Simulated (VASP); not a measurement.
# CdSe (CsCl type) (Pm-3m) in VASP: further runs

CdSe (CsCl type) is run at these levels: PBE; tasks: single point.

Program: VASP 6.6.1. These are calculated values, not measurements. Logs are shortened: lines on timing, memory, paths and dates and some standing lists are left out, and cuts for length are marked.

## Step 1: The cell of the first run

The structure is cubic, space group Pm-3m (No. 221). Conventional cell: a = 3.559 Å, b = 3.559 Å, c = 3.559 Å, α = 90.00°, β = 90.00°, γ = 90.00°. Cd (site symmetry m-3m) has 8 Se at 3.08 Å and 6 Cd at 3.56 Å within 4.1 Å. Within 4.1 Å of Se (site symmetry m-3m) lie 8 Cd at 3.08 Å and 6 Se at 3.56 Å.

## Step 2: Single point, PBE

INCAR

```
SYSTEM = CdSe
ALGO     = Normal         ! electronic algorithm
EDIFF    = 1E-7           ! SCF threshold, eV
ENCUT    = 520            ! plane-wave cutoff, eV
GGA      = PE             ! functional
ISIF     = 2              ! what is computed and relaxed
ISMEAR   = -1             ! smearing method
LASPH    = .True.         ! aspherical terms in the spheres
LCHARG   = .False.        ! write CHGCAR
LREAL    = .False.        ! projectors in reciprocal space
LWAVE    = .False.        ! write WAVECAR
NBANDS   = 16             ! bands
NELM     = 100            ! most SCF steps
PREC     = Accurate       ! precision mode
SIGMA    = 0.08           ! smearing width, eV
```

KPOINTS

```
k-points
0
Gamma
  12 12 12
  0 0 0
```

POSCAR

```
CdSe
1.0
    3.5588263372      0.0000000000      0.0000000000
    0.0000000000      3.5588263372      0.0000000000
    0.0000000000      0.0000000000      3.5588263372
Cd Se
1 1
Direct
    0.0000000000      0.0000000000      0.0000000000
    0.5000000000      0.5000000000      0.5000000000
```

Potentials or basis: VASP PAW PBE potentials, release 64 (Cd, Se).

On the command line:

```
$ cat potpaw_PBE.64/Cd/POTCAR potpaw_PBE.64/Se/POTCAR > POTCAR
$ mpirun -np 1 vasp_std > vasp.out
```

OUTCAR:

```text
SYSTEM = CdSe
   EDIFF = 1E-7
   ENCUT = 520
   GGA = PE
   ISIF = 2
   ISMEAR = -1
   LASPH = .True.
   LREAL = .False.
   NELM = 100
   PREC = Accurate

 ion  position               nearest neighbor table
   1  0.000  0.000  0.000-   2 3.08   2 3.08   2 3.08   2 3.08   2 3.08   2 3.08   2 3.08   2 3.08

   2  0.500  0.500  0.500-   1 3.08   1 3.08   1 3.08   1 3.08   1 3.08   1 3.08   1 3.08   1 3.08

  LATTYP: Found a simple cubic cell.
 ALAT       =     3.5588263372

  Lattice vectors:

 A1 = (   3.5588263372,   0.0000000000,   0.0000000000)
 A2 = (   0.0000000000,   3.5588263372,   0.0000000000)
 A3 = (   0.0000000000,   0.0000000000,   3.5588263372)

Analysis of symmetry for initial positions (statically):
=====================================================================
 Subroutine PRICEL returns:
 Original cell was already a primitive cell.

 Routine SETGRP: Setting up the symmetry group for a
 simple cubic supercell.

 Subroutine GETGRP returns: Found 48 space group operations
 (whereof 48 operations were pure point group operations)
 out of a pool of 48 trial point group operations.

The static configuration has the point symmetry O_h .

Analysis of symmetry for dynamics (positions and initial velocities):
=====================================================================
 Subroutine PRICEL returns:
 Original cell was already a primitive cell.

 Routine SETGRP: Setting up the symmetry group for a
 simple cubic supercell.

 Subroutine GETGRP returns: Found 48 space group operations
 (whereof 48 operations were pure point group operations)
 out of a pool of 48 trial point group operations.

The dynamic configuration has the point symmetry O_h .

 Subroutine INISYM returns: Found 48 space group operations
 (whereof 48 operations are pure point group operations),
 and found     1 'primitive' translations

----------------------------------------------------------------------------------------

                                     Primitive cell

  volume of cell :      45.0734

  direct lattice vectors                    reciprocal lattice vectors
     3.558826337  0.000000000  0.000000000     0.280991514  0.000000000  0.000000000
     0.000000000  3.558826337  0.000000000     0.000000000  0.280991514  0.000000000
     0.000000000  0.000000000  3.558826337     0.000000000  0.000000000  0.280991514

  length of vectors
     3.558826337  3.558826337  3.558826337     0.280991514  0.280991514  0.280991514

  position of ions in fractional coordinates (direct lattice)
     0.000000000  0.000000000  0.000000000
     0.500000000  0.500000000  0.500000000

  ion indices of the primitive-cell ions
   primitive index   ion index
                 1           1
                 2           2

----------------------------------------------------------------------------------------

 KPOINTS: k-points

Automatic generation of k-mesh.
 Grid dimensions read from file:
 generate k-points for:   12   12   12

 Generating k-lattice:

  Cartesian coordinates                     Fractional coordinates (reciprocal lattice)
     0.023415959  0.000000000  0.000000000     0.083333333  0.000000000  0.000000000
     0.000000000  0.023415959  0.000000000     0.000000000  0.083333333  0.000000000
     0.000000000  0.000000000  0.023415959     0.000000000  0.000000000  0.083333333

  Length of vectors
     0.023415959  0.023415959  0.023415959

  Shift w.r.t. Gamma in fractional coordinates (k-lattice)
     0.000000000  0.000000000  0.000000000

 Subroutine IBZKPT returns following result:
 ===========================================

 Found     84 irreducible k-points:

 Following reciprocal coordinates:
            Coordinates               Weight
  0.000000  0.000000  0.000000      1.000000
  0.083333  0.000000  0.000000      6.000000
  0.166667  0.000000  0.000000      6.000000
  0.250000  0.000000  0.000000      6.000000
  0.333333  0.000000  0.000000      6.000000
  0.416667  0.000000  0.000000      6.000000
[... 16 lines left out ...]
  0.333333  0.333333  0.000000     12.000000
  0.416667  0.333333  0.000000     24.000000
 [... further k-points ...]
   k-points           NKPTS =     84   k-points in BZ     NKDIM =     84   number of bands    NBANDS=     16
   number of dos      NEDOS =    301   number of ions     NIONS =      2
   total plane-waves  NPLWV =  21952
   dimension x,y,z NGX =    28 NGY =   28 NGZ =   28
   dimension x,y,z NGXF=    56 NGYF=   56 NGZF=   56
   ions per type =               1   1
   NGX,Y,Z   is equivalent  to a cutoff of  13.08, 13.08, 13.08 a.u.
   NGXF,Y,Z  is equivalent  to a cutoff of  26.16, 26.16, 26.16 a.u.
 SYSTEM =  CdSe
   PREC   = accura    normal or accurate (medium, high low for compatibility)
   ISTART =      0    job   : 0-new  1-cont  2-samecut
   ICHARG =      2    charge: 1-file 2-atom 10-const
   ISPIN  =      1    spin polarized calculation?
   LNONCOLLINEAR =      F non collinear calculations
   LSORBIT =      F    spin-orbit coupling
   LASPH  =      T    aspherical Exc in radial PAW
   ENCUT  =  520.0 eV  38.22 Ry    6.18 a.u.   6.62  6.62  6.62*2*pi/ulx,y,z
   NELM   =    100;   NELMIN=  2; NELMDL= -5     # of ELM steps
   EDIFF  = 0.1E-06   stopping-criterion for ELM
   LREAL  =      F    real-space projection
   EDIFFG = 0.1E-05   stopping-criterion for IOM
   NSW    =      0    number of steps for IOM
   IBRION =     -1    ionic relax: 0-MD 1-quasi-New 2-CG
   NFREE  =      0    steps in history (QN), initial steepest desc. (CG)
   ISIF   =      2    stress and relaxation
   ISYM   =      2    0-nonsym 1-usesym 2-fastsym
   POTIM  = 0.5000    time-step for ionic-motion
   TEBEG  =    0.0;   TEEND  =   0.0 temperature during run
   PSTRESS=    0.0 pullay stress
   NELECT =      18.0000    total number of electrons
   NUPDOWN=      -1.0000    fix difference up-down
   EMIN   =  10.00;   EMAX   =-10.00  energy-range for DOS
   EFERMI =   0.00;   METHOD = LEGACY
   ISMEAR =    -1;   SIGMA  =   0.08  broadening in eV -4-tet -1-fermi 0-gaus
   EFERMI_NEDOS =   21; number of points for ismear=-14 and -15
   IALGO  =     38    algorithm
   IMIX   =      4    mixing-type and parameters
     AMIX     =   0.40;   BMIX     =  1.00
     AMIX_MAG =   1.60;   BMIX_MAG =  1.00
  volume/ion in A,a.u.               =      22.54       152.09
  Fermi-wavevector in a.u.,A,eV,Ry     =   1.205569  2.278196 19.774673  1.453397
  Thomas-Fermi vector in A             =   2.341262
   LORBIT       =      0    0 simple, 1 ext, 2 COOP (PROOUT), +10 PAW based schemes
   GGA     = PE    functional components
   LHFCALC =     F    Hartree Fock is set to
   AEXX    =    0.0000 exact exchange contribution
   IVDW    =     0    specifies the selected vdW correction
   LEPSILON=     F    determine dielectric tensor
   LRPA    =     F    only Hartree local field effects (RPA)
 non-spin polarized calculation
  energy-cutoff  :      520.00
  volume of cell :       45.07
 maximum number of plane-waves:      1233
 NGX is ok and might be reduce to    28
   NGX = 13   NGY = 13   NGZ = 13

 number of electron      17.9999988 magnetization

 Free energy of the ion-electron system (eV)
  ---------------------------------------------------
  ext. energy  EPLUGINS =         0.00000000
  ---------------------------------------------------
  free energy    TOTEN  =        -4.31509793 eV

  energy without entropy =       -4.28440217  energy(sigma->0) =       -4.29975005

 E-fermi :   3.2105     XC(G=0): -10.3997

 val. band max:        3.1985586158   @ k =   0.4167   0.4167   0.2500
 cond. band min:       3.2117876213   @ k =   0.4167   0.0000   0.0000
 fundamental gap:      0.0132290055
 Fermi energy:         3.2105109923

 k-point     1 :       0.0000    0.0000    0.0000
  band No.  band energies     occupation
      1     -10.3166      2.00000
      2      -5.4851      2.00000
      3      -5.4851      2.00000
      4      -5.0713      2.00000
      5      -5.0713      2.00000
      6      -5.0713      2.00000
[... 8 lines left out ...]
     15      13.8052      0.00000
     16      17.8438      0.00000

 k-point     2 :       0.0833    0.0000    0.0000
  band No.  band energies     occupation
      1     -10.2695      2.00000
      2      -5.4821      2.00000
      3      -5.4682      2.00000
      4      -5.0855      2.00000
      5      -5.0855      2.00000
      6      -5.0702      2.00000
[... 8 lines left out ...]
     15      13.4672      0.00000
     16      17.7649      0.00000

 k-point     3 :       0.1667    0.0000    0.0000
  band No.  band energies     occupation
      1     -10.1350      2.00000
      2      -5.4739      2.00000
      3      -5.4245      2.00000
      4      -5.1236      2.00000
      5      -5.1236      2.00000
      6      -5.0672      2.00000
[... 8 lines left out ...]
     15      13.0307      0.00000
     16      17.0960      0.00000

 k-point     4 :       0.2500    0.0000    0.0000
  band No.  band energies     occupation
      1      -9.9347      2.00000
      2      -5.4626      2.00000
      3      -5.3739      2.00000
      4      -5.1743      2.00000
      5      -5.1743      2.00000
      6      -5.0630      2.00000
[... 8 lines left out ...]
     15      13.7067      0.00000
     16      15.8715      0.00000

 k-point     5 :       0.3333    0.0000    0.0000
  band No.  band energies     occupation
      1      -9.7102      2.00000
      2      -5.4513      2.00000
      3      -5.3416      2.00000
      4      -5.2237      2.00000
      5      -5.2237      2.00000
      6      -5.0588      2.00000
[... 8 lines left out ...]
     15      14.8870      0.00000
     16      15.4069      0.00000

 k-point     6 :       0.4167    0.0000    0.0000
  band No.  band energies     occupation
      1      -9.5256      2.00000
      2      -5.4430      2.00000
      3      -5.3388      2.00000
      4      -5.2590      2.00000
      5      -5.2590      2.00000
      6      -5.0557      2.00000
[... 8 lines left out ...]
     15      14.2170      0.00000
     16      17.5618      0.00000

 k-point     7 :       0.5000    0.0000    0.0000
  band No.  band energies     occupation
      1      -9.4527      2.00000
      2      -5.4400      2.00000
      3      -5.3447      2.00000
      4      -5.2717      2.00000
      5      -5.2717      2.00000
      6      -5.0546      2.00000
[... 8 lines left out ...]
     15      13.9715      0.00000
     16      18.0279      0.00000

 k-point     8 :       0.0833    0.0833    0.0000
  band No.  band energies     occupation
      1     -10.2234      2.00000
      2      -5.4724      2.00000
      3      -5.4574      2.00000
      4      -5.0988      2.00000
      5      -5.0886      2.00000
      6      -5.0795      2.00000
[... 8 lines left out ...]
     15      13.7777      0.00000
     16      17.0193      0.00000

 k-point     9 :       0.1667    0.0833    0.0000
  band No.  band energies     occupation
      1     -10.0915      2.00000
      2      -5.4618      2.00000
      3      -5.4147      2.00000
      4      -5.1340      2.00000
      5      -5.1227      2.00000
      6      -5.0787      2.00000
[... 8 lines left out ...]
     15      13.5906      0.00000
     16      16.6961      0.00000
[... 172 lines left out ...]
 k-point    19 :       0.2500    0.2500    0.0000
  band No.  band energies     occupation
      1      -9.6257      2.00000
      2      -5.4102      2.00000
      3      -5.2504      2.00000
      4      -5.1864      2.00000
      5      -5.1668      2.00000
      6      -5.1323      2.00000
[... 8 lines left out ...]
     15      14.7709      0.00000
     16      15.0794      0.00000

 k-point    20 :       0.3333    0.2500    0.0000
  band No.  band energies     occupation
      1      -9.4524      2.00000
      2      -5.3937      2.00000
      3      -5.1953      2.00000
      4      -5.1951      2.00000
      5      -5.1594      2.00000
      6      -5.1335      2.00000
[... 8 lines left out ...]
     15      14.9514      0.00000
     16      15.8234      0.00000

 k-point    21 :       0.4167    0.2500    0.0000
  band No.  band energies     occupation
      1      -9.3156      2.00000
      2      -5.3779      2.00000
      3      -5.2226      2.00000
      4      -5.1613      2.00000
      5      -5.1275      2.00000
      6      -5.1254      2.00000
[... 8 lines left out ...]
     15      15.1468      0.00000
     16      16.4698      0.00000

 k-point    22 :       0.5000    0.2500    0.0000
  band No.  band energies     occupation
      1      -9.2631      2.00000
      2      -5.3710      2.00000
      3      -5.2328      2.00000
      4      -5.1325      2.00000
      5      -5.1273      2.00000
      6      -5.1249      2.00000
[... 8 lines left out ...]
     15      15.3038      0.00000
     16      16.8268      0.00000

 k-point    23 :       0.3333    0.3333    0.0000
  band No.  band energies     occupation
      1      -9.3125      2.00000
      2      -5.3718      2.00000
      3      -5.1881      2.00000
      4      -5.1629      2.00000
      5      -5.1117      2.00000
      6      -5.1009      2.00000
[... 8 lines left out ...]
     15      14.4742      0.00000
     16      16.3566      0.00000

 k-point    24 :       0.4167    0.3333    0.0000
  band No.  band energies     occupation
      1      -9.2047      2.00000
      2      -5.3533      2.00000
      3      -5.2045      2.00000
      4      -5.1625      2.00000
      5      -5.0525      2.00000
      6      -5.0373      2.00000
[... 8 lines left out ...]
     15      14.4543      0.00000
     16      16.6957      0.00000

 [... further k-points ...]
[... 5 lines left out ...]
  --------------------------------------------------------------------------------------
  -------------------------------------------------------------------------------------
  Total        0.0582206      0.0582206      0.0582206     -0.0000000      0.0000000      0.0000000
  in kB        2.0695079      2.0695079      2.0695079     -0.0000000      0.0000000      0.0000000
  external PRESSURE =       2.0695079 kB  Pullay stress =       0.0000000 kB

 VOLUME and BASIS-vectors are now :
 -----------------------------------------------------------------------------
  energy-cutoff  :      520.00
  volume of cell :       45.07
      direct lattice vectors                 reciprocal lattice vectors
     3.558826337  0.000000000  0.000000000     0.280991514  0.000000000  0.000000000
     0.000000000  3.558826337  0.000000000     0.000000000  0.280991514  0.000000000
     0.000000000  0.000000000  3.558826337     0.000000000  0.000000000  0.280991514

 POSITION                                       TOTAL-FORCE (eV/Angst)
 -----------------------------------------------------------------------------------
      0.00000      0.00000      0.00000         0.000000      0.000000      0.000000
      1.77941      1.77941      1.77941         0.000000      0.000000      0.000000
 -----------------------------------------------------------------------------------
    total drift:                               -0.000000      0.000000     -0.000000

  FREE ENERGIE OF THE ION-ELECTRON SYSTEM (eV)
  ---------------------------------------------------
  free  energy   TOTEN  =        -4.3150979278 eV

  energy  without entropy=       -4.2844021707  energy(sigma->0) =       -4.29975005
```

Wall time 21 s (1 thread of Intel Xeon Platinum 8559C (Emerald Rapids), shared host); peak memory 0.2 GiB.

What came out:

```
Free energy            : -4.3151 eV
Pressure               : 0.2 GPa
Band gap on the k mesh : zero (bands 9 and 10 overlap by 1.28 eV)
```

Levels at points of the mesh, in eV from the Fermi level:
| k point | band 7 | band 8 | band 9 | band 10 | band 11 | band 12 |
| --- | --- | --- | --- | --- | --- | --- |
| (0.00, 0.00, 0.00) | -1.56 | -1.11 | -1.11 | -1.11 | 6.17 | 6.17 |
| (0.50, 0.00, 0.00) | -5.88 | 0.10 | 0.10 | 2.75 | 3.94 | 6.64 |
| (0.50, 0.50, 0.00) | -4.29 | -4.29 | -1.41 | 0.24 | 7.16 | 7.16 |
| (0.50, 0.50, 0.50) | -2.13 | -2.13 | -2.13 | 1.52 | 1.52 | 1.52 |

## Step 3: Single point, PBE

INCAR

```
SYSTEM = CdSe
ALGO     = Normal         ! electronic algorithm
EDIFF    = 1E-6           ! SCF threshold, eV
ENCUT    = 520            ! plane-wave cutoff, eV
GGA      = PE             ! functional
ISIF     = 2              ! what is computed and relaxed
ISMEAR   = -1             ! smearing method
LASPH    = .True.         ! aspherical terms in the spheres
LCHARG   = .True.         ! write CHGCAR
LELF     = .True.         ! ELF
LREAL    = .False.        ! projectors in reciprocal space
LVHAR    = .True.       
LWAVE    = .False.        ! write WAVECAR
NBANDS   = 16             ! bands
NELM     = 80             ! most SCF steps
PREC     = Accurate       ! precision mode
SIGMA    = 0.08           ! smearing width, eV
```

KPOINTS is that of step 2.

POSCAR

```
CdSe
1.0
    3.5580018502      0.0000000000      0.0000000000
    0.0000000000      3.5580018502      0.0000000000
    0.0000000000      0.0000000000      3.5580018502
Cd Se
1 1
Direct
    0.0000000000      0.0000000000      0.0000000000
    0.5000000000      0.5000000000      0.5000000000
```

Potentials or basis: VASP PAW PBE potentials, release 64 (Cd, Se).

On the command line:

```
$ cat potpaw_PBE.64/Cd/POTCAR potpaw_PBE.64/Se/POTCAR > POTCAR
$ mpirun -np 1 vasp_std > vasp.out
```

Wall time 20 s (1 thread of Intel Xeon Platinum 8559C (Emerald Rapids), shared host); peak memory 0.2 GiB.

It converged, with:

| Property | Result |
| --- | --- |
| Free energy | -4.3151 eV |
| Pressure | 0.2 GPa |
| Band gap on the k mesh | zero (bands 9 and 10 overlap by 1.28 eV) |

Levels at points of the mesh, in eV from the Fermi level:
```csv
k point,band 7,band 8,band 9,band 10,band 11,band 12
"(0.00, 0.00, 0.00)",-1.56,-1.11,-1.11,-1.11,6.17,6.17
"(0.50, 0.00, 0.00)",-5.88,0.10,0.10,2.75,3.95,6.64
"(0.50, 0.50, 0.00)",-4.30,-4.30,-1.41,0.24,7.17,7.17
"(0.50, 0.50, 0.50)",-2.13,-2.13,-2.13,1.52,1.52,1.52
```
